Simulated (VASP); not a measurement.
Here is a VASP 6.6.1 calculation.

File POSCAR:

```
Cs2SnI6
1.0
    0.0000000000      5.7059110000      5.7059110000
    5.7059110000      0.0000000000      5.7059110000
    5.7059110000      5.7059110000      0.0000000000
Cs Sn I
2 1 6
Direct
    0.2500000000      0.2500000000      0.2500000000
    0.7500000000      0.7500000000      0.7500000000
    0.0000000000      0.0000000000      0.0000000000
    0.7600000000      0.2400000000      0.2400000000
    0.2400000000      0.7600000000      0.2400000000
    0.2400000000      0.7600000000      0.7600000000
    0.7600000000      0.2400000000      0.7600000000
    0.2400000000      0.2400000000      0.7600000000
    0.7600000000      0.7600000000      0.2400000000
```

The input INCAR.step1:

```
PREC     = Accurate       # precision mode
ENCUT    = 400            # plane-wave cutoff, eV
EDIFF    = 1E-5           # SCF threshold, eV
ISMEAR   = -1             # smearing method
SIGMA    = 0.1            # smearing width, eV
LREAL    = False          # projectors in reciprocal space
LASPH    = True           # aspherical terms in the spheres
NELM     = 120            # most SCF steps
ALGO     = Normal         # electronic algorithm
ISIF     = 2              # what is computed and relaxed
LWAVE    = True           # write WAVECAR
GGA      = PE             # functional
NBANDS   = 47             # bands
GGA_COMPAT= False
```

INCAR.step2

```
PREC     = Accurate       # precision mode
ENCUT    = 400            # plane-wave cutoff, eV
EDIFF    = 1E-6           # SCF threshold, eV
ISMEAR   = -1             # smearing method
SIGMA    = 0.1            # smearing width, eV
LREAL    = False          # projectors in reciprocal space
LASPH    = True           # aspherical terms in the spheres
NELM     = 120            # most SCF steps
ALGO     = Normal         # electronic algorithm
ISIF     = 2              # what is computed and relaxed
LWAVE    = False          # write WAVECAR
LCHARG   = True           # write CHGCAR
GGA      = PE             # functional
LHFCALC  = True           # exact exchange
AEXX     = 0.25           # exact-exchange fraction
PRECFOCK = Fast         
LELF     = True           # ELF
LVHAR    = True         
ISTART   = 1            
NBANDS   = 47             # bands
GGA_COMPAT= False
```

Contents of KPOINTS:

```
Automatic mesh
0
Gamma
  2 2 2
```

Potentials or basis: VASP PAW PBE potentials, release 64 (Cs_sv, Sn_d, I).

Command:

```sh
$ cat potpaw_PBE.64/Cs_sv/POTCAR potpaw_PBE.64/Sn_d/POTCAR potpaw_PBE.64/I/POTCAR > POTCAR
$ cp INCAR.step1 INCAR
$ mpirun -np 1 vasp_std > vasp.out
$ cp INCAR.step2 INCAR
$ mpirun -np 1 vasp_std > vasp.out
```

Task: Estimate the largest force.

Result: 0.999 eV/Å.

Task: Estimate the band gap on the k mesh.

Result: 2.12 eV.

Task: Predict the pressure.

Result: 3.7 GPa.

Forces on the atoms (eV/Å):
```
Cs   0.000  0.000  0.000
Cs   0.000  0.000  0.000
Sn   0.000  0.000  0.000
I    0.999  0.000  0.000
I    0.000  0.999  0.000
I   -0.999  0.000  0.000
I    0.000 -0.999  0.000
I    0.000  0.000  0.999
I    0.000  0.000 -0.999
```

Caveat: the k points lie up to 0.48 Å⁻¹ apart; the PAW data sets were made with another functional, which shifts forces and pressure a little; spin-orbit coupling is left out, which moves the levels of the heavy elements.
